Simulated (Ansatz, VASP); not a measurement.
# One calculation of TlZnBr3, two programs

Contents of INCAR:

```
SYSTEM = TlZnBr3
ALGO = Normal ; EDIFF = 1E-7
ENCUT = 520 ; GGA = PE
ISIF = 2 ; ISMEAR = 0
LASPH = .TRUE. ; LCHARG = .FALSE.
LREAL = .FALSE. ; LWAVE = .FALSE.
NBANDS = 31 ; NELM = 100
PREC = Accurate ; SIGMA = 0.01
```

KPOINTS

```
k-points
0
G
  4 4 4
  0 0 0
```

Contents of POSCAR:

```
TlZnBr3
1.0
    5.3725816014      0.0000000000      0.0000000000
    0.0000000000      5.3725816014      0.0000000000
    0.0000000000      0.0000000000      5.3725816014
Tl Zn Br
1 1 3
Direct
    0.0000000000      0.0000000000      0.0000000000
    0.5000000000      0.5000000000      0.5000000000
    0.5000000000      0.5000000000      0.0000000000
    0.5000000000      0.0000000000      0.5000000000
    0.0000000000      0.5000000000      0.5000000000
```

Input for Ansatz:

```yaml
crystal:
  lattice:
    - [5.3725816014, 0.0, 0.0]
    - [0.0, 5.3725816014, 0.0]
    - [0.0, 0.0, 5.3725816014]
  atoms:
    - { symbol: Tl, position: [0.0, 0.0, 0.0] }
    - { symbol: Zn, position: [0.5, 0.5, 0.5] }
    - { symbol: Br, position: [0.5, 0.5, 0.0] }
    - { symbol: Br, position: [0.5, 0.0, 0.5] }
    - { symbol: Br, position: [0.0, 0.5, 0.5] }
kpoints:
  mp_grid: { grid: [4, 4, 4] }
hamiltonian:
  xc: pbe
scf:
  occupations: { method: fixed }
  n_extra_bands: 5
output:
  forces: true
  stress: true
  eigenvalues: true
```

Alike in both runs: task single point; functional PBE; k mesh 4 × 4 × 4; no spin polarisation.

|  | VASP | Ansatz |
| --- | --- | --- |
| version | VASP 6.6.1 | Ansatz 0.2.0 |
| potentials or method | VASP PAW PBE potentials, release 64 (Tl_d, Zn, Br) | plane waves, PAW |
| plane-wave cutoff (eV) | 520 | 420 |
| occupations | gaussian, width 0.01 eV | fixed |
| valence electrons in the cell | 46 | 46 |

|  | VASP | Ansatz | Ansatz less VASP |
| --- | --- | --- | --- |
| gap on the k mesh at the Fermi level (eV) | 0.07 | 0.07 | +0.005 |
| pressure (GPa) | -1.5 | -1.5 | -0.02 |

Neither program's run includes spin-orbit coupling.
